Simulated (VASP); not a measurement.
Li:

```
Li
1.0
     1.62049   -2.11230    0.00000
     1.62049    2.11230    0.00000
     0.00000    0.00000    3.21090
Li
1
Direct
  0.00000 0.00000 0.00000
```

The cell was generated, and may not be a known phase.

```yaml
Program: VASP 6.6.1
Task: relaxation of cell and atoms
Functional: PBE
Potentials_or_basis: VASP PAW PBE potentials, release 64 (Li_sv)
Cutoff: 600 eV
k_mesh: 6 × 6 × 6
Occupations: gaussian, width 0.1 eV
Spin: no spin polarisation
```

At the start: pressure -0.0 GPa; volume 21.98 Å³/atom.

Problem. How do energy, volume and symmetry change on relaxing?

Solution. Over 12 steps the energy falls by 120.2 meV/atom and the volume is 20.14 Å³/atom (-8.4 %); space group Cmmm (No. 65, to 0.1 Å) before and after.

Step by step:
| step | energy change (eV) | largest force (eV/Å) | pressure (GPa) | volume (Å³) |
| --- | --- | --- | --- | --- |
| 1 | 0.0000 | 0.0000 | -0.03 | 21.98 |
| 2 | -0.0666 | 0.0000 | -0.49 | 21.93 |
| 3 | -0.1053 | 0.0000 | -0.71 | 21.77 |
| 4 | -0.0655 | 0.0000 | -0.44 | 21.12 |
| 5 | -0.1113 | 0.0000 | -0.70 | 21.63 |
| 6 | -0.1113 | 0.0000 | -0.71 | 21.65 |
| 7 | -0.1141 | 0.0000 | -0.52 | 21.25 |
| 8 | -0.1185 | 0.0000 | 0.05 | 20.22 |
| 9 | -0.1188 | 0.0000 | 0.29 | 19.85 |
| 10 | -0.1197 | 0.0000 | 0.23 | 19.91 |
| 11 | -0.1199 | 0.0000 | 0.19 | 19.96 |
| 12 | -0.1202 | 0.0000 | 0.06 | 20.14 |

Final structure:
```
Li
1.0
     1.57590   -2.33813    0.00000
     1.57590    2.33813    0.00000
     0.00000    0.00000    2.73356
Li
1
Direct
  0.00000 0.00000 0.00000
```

Caveat: the k points lie up to 0.40 Å⁻¹ apart in the final cell, too coarse for converged energies and pressures of a metal; the cutoff is under 1.25 times the usual one of these potentials, so pressure, stress and relaxed cells hold a basis-set (Pulay) error.
